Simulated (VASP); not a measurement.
# Tl2CdGe4N: single point with PBE

The system is Tl2CdGe4N.

```xyz
8
Lattice="-3.8511 3.6942 3.2136 3.8257 -3.5641 3.0295 3.8027 3.5158 -3.0596" Properties=species:S:1:pos:R:3 pbc="T T T"
Tl   -0.0408    3.6684    0.0827
Tl    3.7729   -0.0069   -0.0306
Cd   -0.0122    0.1062    3.0742
N     0.0713   -0.1411    0.0936
Ge    1.3679    1.2764    4.9171
Ge    1.3540   -1.2725    1.2728
Ge    2.4616    2.3730    2.0341
Ge    2.3842    4.8787   -1.6539
```

| Property | Result |
| --- | --- |
| Program | VASP 6.6.1 |
| Task | single point |
| Functional | PBE |
| Potentials or basis | VASP PAW PBE potentials, release 64 (Tl_d, Cd, N, Ge_d) |
| Cutoff | 520 eV |
| k mesh | 3 × 3 × 3 |
| Occupations | fermi-dirac, width 0.1 eV |
| Spin | no spin polarisation |

```yaml
Pressure: 1.9 GPa
Largest_force: 1.617 eV/Å
Band_gap_on_the_k_mesh: zero (an odd number of electrons rules out a gap without spin polarisation)
```

Forces in eV/Å, atoms in the order of the input:
```
Tl   0.181 -0.706 -0.133
Tl   0.232 -0.014  0.228
Cd   0.027 -0.561  0.411
N   -0.029  0.166 -0.232
Ge  -0.511 -0.123  1.529
Ge  -0.304  0.424 -1.248
Ge   0.543  0.794  1.005
Ge  -0.140  0.022 -1.561
```

Stress tensor (GPa, compression positive):
```
-0.34 -0.84  0.82
-0.84  1.30 -0.28
 0.82 -0.28  4.70
```

Levels at points of the mesh, in eV from the Fermi level:
```
           k point  band 48  band 49  band 50  band 51  band 52  band 53
(0.00, 0.00, 0.00)    -2.73    -1.22    -0.91    -0.17     1.01     1.93
```

Run time: 2.8 min on 1 thread of AMD EPYC 7R13 Processor (Zen 3), on a shared host, peak memory 0.37 GiB.

Caveat: the k points lie up to 0.44 Å⁻¹ apart, too coarse for converged energies and pressures of a metal; spin-orbit coupling is left out, which moves the levels of the heavy elements; forces of over 1 eV/Å act on the atoms, so gaps and moduli don't describe the material at rest.
